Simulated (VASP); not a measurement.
Write the native input for VASP 6.6.1 that does the following.

```yaml
Task: single point
Functional: LDA
Potentials_or_basis: VASP PAW LDA potentials, release 64 (Ga_d, As)
Cutoff: 520 eV
k_mesh: 12 × 12 × 12
Occupations: gaussian, width 0.02 eV
Spin: no spin polarisation
Dipole_correction: no
Further_INCAR_settings: ALGO = Normal; EDIFF = 1e-06; NBANDS = 16
```

The structure of GaAs lies in POSCAR:

```
GaAs
1.0
    0.0000000000      2.8016867468      2.8016867468
    2.8016867468      0.0000000000      2.8016867468
    2.8016867468      2.8016867468      0.0000000000
Ga As
1 1
Direct
    0.0000000000      0.0000000000      0.0000000000
    0.7500000000      0.7500000000      0.7500000000
```

These files were run (other wordings do the same):

INCAR

```
  PREC = Accurate
  ENCUT = 520
  EDIFF = 1E-6
  ISMEAR = 0
  SIGMA = 0.02
  LREAL = False
  LASPH = True
  NELM = 100
  ALGO = Normal
  ISIF = 2
  LWAVE = False
  LCHARG = True
  LELF = True
  LVHAR = True
  NBANDS = 16
```

KPOINTS

```
Automatic mesh
0
Gamma
  12 12 12
```

Potentials or basis: VASP PAW LDA potentials, release 64 (Ga_d, As).

Launch:

```console
$ cat potpaw_LDA.64/Ga_d/POTCAR potpaw_LDA.64/As/POTCAR > POTCAR
$ mpirun -np 1 vasp_std > vasp.out
```

Results of the run:

| Quantity | Value |
| --- | --- |
| Pressure | 0.3 GPa |
| Band gap on the k mesh | 0.54 eV |

Run time: 70 s on 1 thread of Intel Xeon 8259CL, on a shared host, peak memory 0.19 GiB.
